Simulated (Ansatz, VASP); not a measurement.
**Two plane-wave programs on BaTiO3**

```
CELL_PARAMETERS angstrom
2.92196 1.68700 2.39054
-2.92196 1.68700 2.39054
0.00000 -3.37399 2.39054
ATOMIC_POSITIONS crystal
Ba 0.00201 0.00201 0.00201
Ti 0.51403 0.51403 0.51403
O 0.48878 0.97750 0.48878
O 0.48878 0.48878 0.97750
O 0.97750 0.48878 0.48878
```

Change from the starting cell: equal strain along all axes, cell held, atoms relaxed: +3.0 %.

Alike in both runs: task relaxation of the atoms; functional r2SCAN; k mesh 6 × 6 × 6; occupations gaussian, width 0.02 eV; no spin polarisation; Hubbard terms Ti d U = 4.0 eV.

```csv
,VASP,Ansatz
version,VASP 6.6.1,Ansatz 0.2.0
potentials or method,"VASP PAW PBE potentials, release 64 (Ba_sv, Ti_sv, O), cutoff 580 eV","scalar-relativistic, plane waves, PAW"
valence electrons in the cell,40,40
```

|  | VASP | Ansatz | Ansatz less VASP |
| --- | --- | --- | --- |
| gap on the k mesh at the Fermi level, each at its own relaxed structure (eV) | 2.85 | 3.40 | +0.548 |

VASP's potentials were made for PBE, not for r2SCAN. The programs project onto different local orbitals, so the same U acts differently, and such runs can settle in different states. Ansatz's warnings: stress scf threshold loose.

Neither program's run includes spin-orbit coupling.
